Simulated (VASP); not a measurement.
# Y (Fm-3m) in VASP: notebook

Runs on Y. Level: r2SCAN. Tasks: single point.

All numbers are computed with VASP 6.6.1; they aren't measurements. Logs are shortened: lines on timing, memory, paths and dates and some standing lists are left out, and cuts for length are marked.

## Step 1: The cell of the first run

Symmetry: Fm-3m, No. 225, cubic system. Conventional cell: a = 4.970 Å, b = 4.970 Å, c = 4.970 Å, α = 90.00°, β = 90.00°, γ = 90.00°. Y (site symmetry m-3m) has 12 Y at 3.51 Å within 4.6 Å.

## Step 2: Single point, r2SCAN

POSCAR

```
Y
1.0
    3.5143210000      0.0000000000      0.0000000000
    1.7571605000      3.0434912631      0.0000000000
    1.7571605000      1.0144970877      2.8694310808
Y
1
Direct
    0.0000000000      0.0000000000      0.0000000000
```

INCAR.step1

```
SYSTEM = Y
ALGO = Normal ; EDIFF = 1E-4
ENCUT = 520 ; GGA = PE
ISMEAR = 1 ; LASPH = .TRUE.
LCHARG = .FALSE. ; LREAL = .FALSE.
LWAVE = .TRUE. ; NBANDS = 12
NELM = 80 ; PREC = Accurate
SIGMA = 0.5
```

INCAR.step2

```
SYSTEM = Y
ALGO = Normal ; EDIFF = 1E-6
ENCUT = 520 ; ISIF = 2
ISMEAR = 1 ; ISTART = 1
LASPH = .TRUE. ; LCHARG = .FALSE.
LMIXTAU = .TRUE. ; LREAL = .FALSE.
LWAVE = .FALSE. ; METAGGA = R2SCAN
NBANDS = 12 ; NELM = 80
PREC = Accurate ; SIGMA = 0.5
```

KPOINTS

```
k-points
0
G
  10 10 10
  0 0 0
```

Potentials or basis: VASP PAW PBE potentials, release 64 (Y_sv).

Command:

```
$ cat potpaw_PBE.64/Y_sv/POTCAR > POTCAR
$ cp INCAR.step1 INCAR
$ mpirun -np 1 vasp_std > vasp.out
$ cp INCAR.step2 INCAR
$ mpirun -np 1 vasp_std > vasp.out
```

OUTCAR:

```text
SYSTEM = Y
   EDIFF = 1E-6
   ENCUT = 520
   ISIF = 2
   ISMEAR = 1
   ISTART = 1
   LASPH = .TRUE.
   LREAL = .FALSE.
   METAGGA = R2SCAN
   NELM = 80
   PREC = Accurate

 ion  position               nearest neighbor table
   1  0.000  0.000  0.000-

  LATTYP: Found a face centered cubic cell.
 ALAT       =     4.9700004208

  Lattice vectors:

 A1 = (   3.5143210000,   0.0000000000,   0.0000000000)
 A2 = (   1.7571605000,   3.0434912631,   0.0000000000)
 A3 = (   1.7571605000,   1.0144970877,   2.8694310808)

Analysis of symmetry for initial positions (statically):
=====================================================================
 Subroutine PRICEL returns:
 Original cell was already a primitive cell.

 Routine SETGRP: Setting up the symmetry group for a
 face centered cubic supercell.

 Subroutine GETGRP returns: Found 48 space group operations
 (whereof 48 operations were pure point group operations)
 out of a pool of 48 trial point group operations.

The static configuration has the point symmetry O_h .

Analysis of symmetry for dynamics (positions and initial velocities):
=====================================================================
 Subroutine PRICEL returns:
 Original cell was already a primitive cell.

 Routine SETGRP: Setting up the symmetry group for a
 face centered cubic supercell.

 Subroutine GETGRP returns: Found 48 space group operations
 (whereof 48 operations were pure point group operations)
 out of a pool of 48 trial point group operations.

The dynamic configuration has the point symmetry O_h .

 Subroutine INISYM returns: Found 48 space group operations
 (whereof 48 operations are pure point group operations),
 and found     1 'primitive' translations

----------------------------------------------------------------------------------------

                                     Primitive cell

  volume of cell :      30.6909

  direct lattice vectors                    reciprocal lattice vectors
     3.514321000  0.000000000  0.000000000     0.284549988 -0.164285012 -0.116167046
     1.757160500  3.043491263  0.000000000     0.000000000  0.328570025 -0.116167046
     1.757160500  1.014497088  2.869431081     0.000000000  0.000000000  0.348501139

  length of vectors
     3.514321000  3.514321000  3.514321000     0.348501139  0.348501139  0.348501139

  position of ions in fractional coordinates (direct lattice)
     0.000000000  0.000000000  0.000000000

  ion indices of the primitive-cell ions
   primitive index   ion index
                 1           1

----------------------------------------------------------------------------------------

 KPOINTS: k-points

Automatic generation of k-mesh.
 Grid dimensions read from file:
 generate k-points for:   10   10   10

 Generating k-lattice:

  Cartesian coordinates                     Fractional coordinates (reciprocal lattice)
     0.028454999 -0.016428501 -0.011616705     0.100000000  0.000000000  0.000000000
     0.000000000  0.032857002 -0.011616705     0.000000000  0.100000000 -0.000000000
     0.000000000  0.000000000  0.034850114     0.000000000  0.000000000  0.100000000

  Length of vectors
     0.034850114  0.034850114  0.034850114

  Shift w.r.t. Gamma in fractional coordinates (k-lattice)
     0.000000000  0.000000000  0.000000000

 Subroutine IBZKPT returns following result:
 ===========================================

 Found     47 irreducible k-points:

 Following reciprocal coordinates:
            Coordinates               Weight
  0.000000  0.000000  0.000000      1.000000
  0.100000  0.000000  0.000000      8.000000
  0.200000  0.000000  0.000000      8.000000
  0.300000  0.000000  0.000000      8.000000
  0.400000  0.000000  0.000000      8.000000
  0.500000  0.000000 -0.000000      4.000000
[... 16 lines left out ...]
  0.300000  0.300000  0.000000      6.000000
  0.400000  0.300000 -0.000000     24.000000
 [... further k-points ...]
   k-points           NKPTS =     47   k-points in BZ     NKDIM =     47   number of bands    NBANDS=     12
   number of dos      NEDOS =    301   number of ions     NIONS =      1
   total plane-waves  NPLWV =  21952
   dimension x,y,z NGX =    28 NGY =   28 NGZ =   28
   dimension x,y,z NGXF=    56 NGYF=   56 NGZF=   56
   ions per type =               1
   NGX,Y,Z   is equivalent  to a cutoff of  13.25, 13.25, 13.25 a.u.
   NGXF,Y,Z  is equivalent  to a cutoff of  26.49, 26.49, 26.49 a.u.
 SYSTEM =  Y
   PREC   = accura    normal or accurate (medium, high low for compatibility)
   ISTART =      1    job   : 0-new  1-cont  2-samecut
   ICHARG =      0    charge: 1-file 2-atom 10-const
   ISPIN  =      1    spin polarized calculation?
   LNONCOLLINEAR =      F non collinear calculations
   LSORBIT =      F    spin-orbit coupling
   LASPH  =      T    aspherical Exc in radial PAW
   ENCUT  =  520.0 eV  38.22 Ry    6.18 a.u.   6.53  6.53  6.53*2*pi/ulx,y,z
   NELM   =     80;   NELMIN=  2; NELMDL=  0     # of ELM steps
   EDIFF  = 0.1E-05   stopping-criterion for ELM
   LREAL  =      F    real-space projection
   EDIFFG = 0.1E-04   stopping-criterion for IOM
   NSW    =      0    number of steps for IOM
   IBRION =     -1    ionic relax: 0-MD 1-quasi-New 2-CG
   NFREE  =      0    steps in history (QN), initial steepest desc. (CG)
   ISIF   =      2    stress and relaxation
   ISYM   =      2    0-nonsym 1-usesym 2-fastsym
   POTIM  = 0.5000    time-step for ionic-motion
   TEBEG  =    0.0;   TEEND  =   0.0 temperature during run
   PSTRESS=    0.0 pullay stress
   NELECT =      11.0000    total number of electrons
   NUPDOWN=      -1.0000    fix difference up-down
   EMIN   =  10.00;   EMAX   =-10.00  energy-range for DOS
   EFERMI =   0.00;   METHOD = LEGACY
   ISMEAR =     1;   SIGMA  =   0.50  broadening in eV -4-tet -1-fermi 0-gaus
   EFERMI_NEDOS =   21; number of points for ismear=-14 and -15
   IALGO  =     38    algorithm
   IMIX   =      4    mixing-type and parameters
     AMIX     =   0.40;   BMIX     =  1.00
     AMIX_MAG =   1.60;   BMIX_MAG =  1.00
  volume/ion in A,a.u.               =      30.69       207.11
  Fermi-wavevector in a.u.,A,eV,Ry     =   1.162883  2.197530 18.399111  1.352297
  Thomas-Fermi vector in A             =   2.299439
   LORBIT       =      0    0 simple, 1 ext, 2 COOP (PROOUT), +10 PAW based schemes
   METAGGA = R2SCAN    functional components
   LHFCALC =     F    Hartree Fock is set to
   AEXX    =    0.0000 exact exchange contribution
   IVDW    =     0    specifies the selected vdW correction
   LEPSILON=     F    determine dielectric tensor
   LRPA    =     F    only Hartree local field effects (RPA)
 non-spin polarized calculation
 Methfessel and Paxton  Order N= 1 SIGMA  =   0.50
  energy-cutoff  :      520.00
  volume of cell :       30.69
 maximum number of plane-waves:       869
 NGX is ok and might be reduce to    28
   NGX = 13   NGY = 13   NGZ = 13

 number of electron      10.9999999 magnetization

 Free energy of the ion-electron system (eV)
  ---------------------------------------------------
  ext. energy  EPLUGINS =         0.00000000
  ---------------------------------------------------
  free energy    TOTEN  =       -20.19646651 eV

  energy without entropy =      -20.19206737  energy(sigma->0) =      -20.19500013

 E-fermi :   3.4432     XC(G=0): -10.3656

 val. band max:        3.4189500064   @ k =  -0.3000   0.4000   0.2000
 cond. band min:       3.4501503223   @ k =  -0.4000   0.2000   0.1000
 fundamental gap:      0.0312003159
 Fermi energy:         3.4431941752

 k-point     1 :       0.0000    0.0000    0.0000
  band No.  band energies     occupation
      1     -40.5974      2.00000
      2     -19.5829      2.00000
      3     -19.5829      2.00000
      4     -19.5829      2.00000
      5      -1.6399      2.00000
      6       5.5487     -0.00000
      7       5.5487     -0.00000
      8       5.5487     -0.00000
      9       7.8393     -0.00000
     10       7.8393     -0.00000
     11      12.9033     -0.00000
     12      16.6428      0.00000

 k-point     2 :       0.1000    0.0000    0.0000
  band No.  band energies     occupation
      1     -40.5887      2.00000
      2     -19.6563      2.00000
      3     -19.5918      2.00000
      4     -19.5918      2.00000
      5      -1.3664      2.00000
      6       5.2207     -0.00001
      7       5.6718     -0.00000
      8       5.6718     -0.00000
      9       7.6927     -0.00000
     10       7.6927     -0.00000
     11      13.5357      0.00000
     12      15.5785      0.00000

 k-point     3 :       0.2000    0.0000    0.0000
  band No.  band energies     occupation
      1     -40.5659      2.00000
      2     -19.8437      2.00000
      3     -19.6148      2.00000
      4     -19.6148      2.00000
      5      -0.6204      2.00000
      6       4.5623     -0.00688
      7       5.8484     -0.00000
      8       5.8484     -0.00000
      9       7.5943     -0.00000
     10       7.5943     -0.00000
     11      13.7830      0.00000
     12      15.3412      0.00000

 k-point     4 :       0.3000    0.0000    0.0000
  band No.  band energies     occupation
      1     -40.5375      2.00000
      2     -20.0670      2.00000
      3     -19.6431      2.00000
      4     -19.6431      2.00000
      5       0.3545      2.00000
      6       4.0483     -0.07085
      7       5.7051     -0.00000
      8       5.7051     -0.00000
      9       8.1086     -0.00000
     10       8.1086     -0.00000
     11      12.7470     -0.00000
     12      15.6245      0.00000

 k-point     5 :       0.4000    0.0000    0.0000
  band No.  band energies     occupation
      1     -40.5144      2.00000
      2     -20.2415      2.00000
      3     -19.6658      2.00000
      4     -19.6658      2.00000
      5       1.1174      2.00000
      6       3.9564     -0.05532
      7       5.4474     -0.00000
      8       5.4474     -0.00000
      9       8.9614     -0.00000
     10       8.9614     -0.00000
     11      12.2219     -0.00000
     12      13.8844      0.00000
[... 228 lines left out ...]
      1     -40.5058      2.00000
      2     -20.1369      2.00000
      3     -19.8499      2.00000
      4     -19.6751      2.00000
      5       1.7291      2.00001
      6       3.7245      0.19486
      7       4.3795     -0.02360
      8       6.2064     -0.00000
      9       7.7444     -0.00000
     10      10.1580     -0.00000
     11      13.0940     -0.00000
     12      15.3179      0.00000

 k-point    22 :      -0.2000    0.2000   -0.0000
  band No.  band energies     occupation
      1     -40.5277      2.00000
      2     -20.0307      2.00000
      3     -19.7817      2.00000
      4     -19.6392      2.00000
      5       0.7980      2.00000
      6       3.9280     -0.04338
      7       4.9445     -0.00018
      8       6.4565     -0.00000
      9       6.8311     -0.00000
     10       9.3299     -0.00000
     11      14.1546      0.00000
     12      16.3636      0.00000

 k-point    23 :       0.3000    0.3000    0.0000
  band No.  band energies     occupation
      1     -40.5179      2.00000
      2     -20.0424      2.00000
      3     -19.7494      2.00000
      4     -19.7494      2.00000
      5       0.8758      2.00000
      6       3.2487      1.60651
      7       5.0947     -0.00003
      8       7.3955     -0.00000
      9       7.3955     -0.00000
     10       8.8100     -0.00000
     11      15.7183      0.00000
     12      15.7183      0.00000

 k-point    24 :       0.4000    0.3000   -0.0000
  band No.  band energies     occupation
      1     -40.4997      2.00000
      2     -20.1347      2.00000
      3     -19.8010      2.00000
      4     -19.7773      2.00000
      5       1.4213      2.00000
      6       2.9917      2.02382
      7       4.8214     -0.00068
      8       7.6149     -0.00000
      9       8.3442     -0.00000
     10       9.3121     -0.00000
     11      13.8145      0.00000
     12      14.8242      0.00000

 [... further k-points ...]
[... 5 lines left out ...]
  --------------------------------------------------------------------------------------
  -------------------------------------------------------------------------------------
  Total        0.6747103      0.6747103      0.6747103      0.0000000     -0.0000000     -0.0000000
  in kB       35.2223736     35.2223736     35.2223736      0.0000000     -0.0000000     -0.0000000
  external PRESSURE =      35.2223736 kB  Pullay stress =       0.0000000 kB

 VOLUME and BASIS-vectors are now :
 -----------------------------------------------------------------------------
  energy-cutoff  :      520.00
  volume of cell :       30.69
      direct lattice vectors                 reciprocal lattice vectors
     3.514321000  0.000000000  0.000000000     0.284549988 -0.164285012 -0.116167046
     1.757160500  3.043491263  0.000000000     0.000000000  0.328570025 -0.116167046
     1.757160500  1.014497088  2.869431081     0.000000000  0.000000000  0.348501139

 POSITION                                       TOTAL-FORCE (eV/Angst)
 -----------------------------------------------------------------------------------
      0.00000      0.00000      0.00000        -0.000000     -0.000000      0.000000
 -----------------------------------------------------------------------------------
    total drift:                               -0.000000     -0.000000     -0.000000

  FREE ENERGIE OF THE ION-ELECTRON SYSTEM (eV)
  ---------------------------------------------------
  free  energy   TOTEN  =       -20.1964665068 eV

  energy  without entropy=      -20.1920673693  energy(sigma->0) =      -20.19500013
```

Run time: 48 s. Hardware: 1 thread of Intel Xeon Platinum 8488C (Sapphire Rapids), shared host; peak memory 0.18 GiB.

Results:

```yaml
Free_energy: -20.1965 eV
Pressure: 3.5 GPa
```

Levels at points of the mesh, in eV from the Fermi level:
```csv
k point,band 1,band 2,band 3,band 4,band 5,band 6,band 7,band 8,band 9,band 10
"(0.00, 0.00, 0.00)",-44.04,-23.03,-23.03,-23.03,-5.08,2.11,2.11,2.11,4.40,4.40
"(0.50, 0.00, 0.00)",-43.95,-23.75,-23.12,-23.12,-2.08,0.62,1.90,1.90,5.97,5.97
"(0.50, 0.50, 0.00)",-43.92,-23.70,-23.28,-23.28,-1.96,-0.97,2.30,6.01,6.41,6.41
```

Caveat: the PAW data sets were made with another functional, which shifts forces and pressure a little.

(Continued in part 2 of 2.)
